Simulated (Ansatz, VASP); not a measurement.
## CaSe: VASP beside Ansatz

File INCAR:

```
PREC     = Accurate       # precision mode
ENCUT    = 520            # plane-wave cutoff, eV
EDIFF    = 1E-6           # SCF threshold, eV
ISMEAR   = -1             # smearing method
SIGMA    = 0.08           # smearing width, eV
LREAL    = F              # projectors in reciprocal space
LASPH    = T              # aspherical terms in the spheres
NELM     = 80             # most SCF steps
ALGO     = Normal         # electronic algorithm
ISIF     = 2              # what is computed and relaxed
LWAVE    = F              # write WAVECAR
LCHARG   = T              # write CHGCAR
GGA      = PE             # functional
LELF     = T              # ELF
LVHAR    = T            
NBANDS   = 15             # bands
```

KPOINTS

```
regular mesh
0
Gamma
  12 12 12
```

Contents of POSCAR:

```
CaSe
1.0
    0.0000000000      2.9284647438      2.9284647438
    2.9284647438      0.0000000000      2.9284647438
    2.9284647438      2.9284647438      0.0000000000
Ca Se
1 1
Direct
    0.0000000000      0.0000000000      0.0000000000
    0.5000000000      0.5000000000      0.5000000000
```

Input for Ansatz:

```yaml
crystal:
  lattice:
    - [0.0, 2.9284647438, 2.9284647438]
    - [2.9284647438, 0.0, 2.9284647438]
    - [2.9284647438, 2.9284647438, 0.0]
  atoms:
    - { symbol: Ca, position: [0.0, 0.0, 0.0] }
    - { symbol: Se, position: [0.5, 0.5, 0.5] }
kpoints:
  mp_grid: { grid: [12, 12, 12] }
scf:
  occupations: { method: fermi_dirac, width: 0.08 }
hamiltonian:
  xc: pbe
  pseudopotentials: { kind: all_electron, lapw: { basis_error: 0.001 } }
output:
  forces: true
  stress: true
  eigenvalues: true
  populations: true
```

Change from the starting cell: volume scaled by 0.95, LAPW.

Alike in both runs: task single point; functional PBE; k mesh 12 × 12 × 12; occupations fermi-dirac, width 0.08 eV; no spin polarisation.

```csv
,VASP,Ansatz
version,VASP 6.6.1,Ansatz 0.2.0
potentials or method,"VASP PAW PBE potentials, release 64 (Ca_sv, Se), cutoff 520 eV","all-electron LAPW, scalar-relativistic"
```

VASP gave:

| Quantity | Value |
| --- | --- |
| pressure (GPa) | 2.9 |

Task: What did Ansatz give for the same quantities?

Result: Pressure (GPa): 2.7.

Ansatz ran all-electron here, and VASP with PAW potentials.
